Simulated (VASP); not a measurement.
A run of VASP 6.6.1 is set up as follows.

The input INCAR:

```
PREC = Accurate
ENCUT = 500
EDIFF = 1E-6
ISMEAR = 0
SIGMA = 0.1
LREAL = False
LASPH = True
NELM = 120
ALGO = Normal
ISIF = 2
LWAVE = False
LCHARG = True
GGA = PE
IVDW = 12
LELF = True
LVHAR = True
NBANDS = 19
GGA_COMPAT = False
```

Contents of KPOINTS:

```
regular mesh
0
Gamma
  6 6 4
```

POSCAR

```
Zr
1.0
    3.2319982225      0.0000000000      0.0000000000
   -1.6159991112      2.7989925656      0.0000000000
    0.0000000000      0.0000000000      5.1470000000
Zr
2
Direct
    0.3333333333      0.6666666667      0.2500000000
    0.6666666667      0.3333333333      0.7500000000
```

Potentials or basis: VASP PAW PBE potentials, release 64 (Zr_sv).

Command:

```console
$ cat potpaw_PBE.64/Zr_sv/POTCAR > POTCAR
$ mpirun -np 1 vasp_std > vasp.out
```

Task: What does it give for the dispersion energy per atom?

Result: -0.528 eV.

Task: What does it give for the pressure?

Result: -3.5 GPa.

Task: Predict the band gap on the k mesh.

Result: Zero (bands 12 and 13 overlap by 0.90 eV).

Stress tensor (GPa, compression positive):
```
-3.76  0.00  0.00
 0.00 -3.76  0.00
 0.00  0.00 -2.96
```

Caveat: the k points lie up to 0.37 Å⁻¹ apart, too coarse for converged energies and pressures of a metal.
